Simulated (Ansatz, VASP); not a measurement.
## One calculation of PbF2, two programs

```xyz
3
Lattice="0.0000 2.9605 2.9605 2.9605 0.0000 2.9605 2.9605 2.9605 0.0000" Properties=species:S:1:pos:R:3 pbc="T T T"
Pb    0.0000    0.0000    0.0000
F     1.4802    1.4802    1.4802
F     4.4407    4.4407    4.4407
```

Alike in both runs: task electric field gradients; functional r2SCAN; k mesh 8 × 8 × 8; occupations gaussian, width 0.05 eV; no spin polarisation.

|  | VASP | Ansatz |
| --- | --- | --- |
| version | VASP 6.6.1 | Ansatz 0.2.0 |
| potentials or method | VASP PAW PBE potentials, release 64 (Pb_d, F), cutoff 520 eV | scalar-relativistic, plane waves, PAW |
| valence electrons in the cell | 28 | 28 |

|  | VASP | Ansatz | Ansatz less VASP |
| --- | --- | --- | --- |
| gap on the k mesh at the Fermi level (eV) | 4.93 | 4.93 | 0.000 |
| least direct gap on the mesh (eV) | 5.08 | 5.07 | -0.002 |
| pressure (GPa) | -0.1 | 0.0 | +0.08 |

VASP's potentials were made for PBE, not for r2SCAN.

Neither program's run includes spin-orbit coupling.
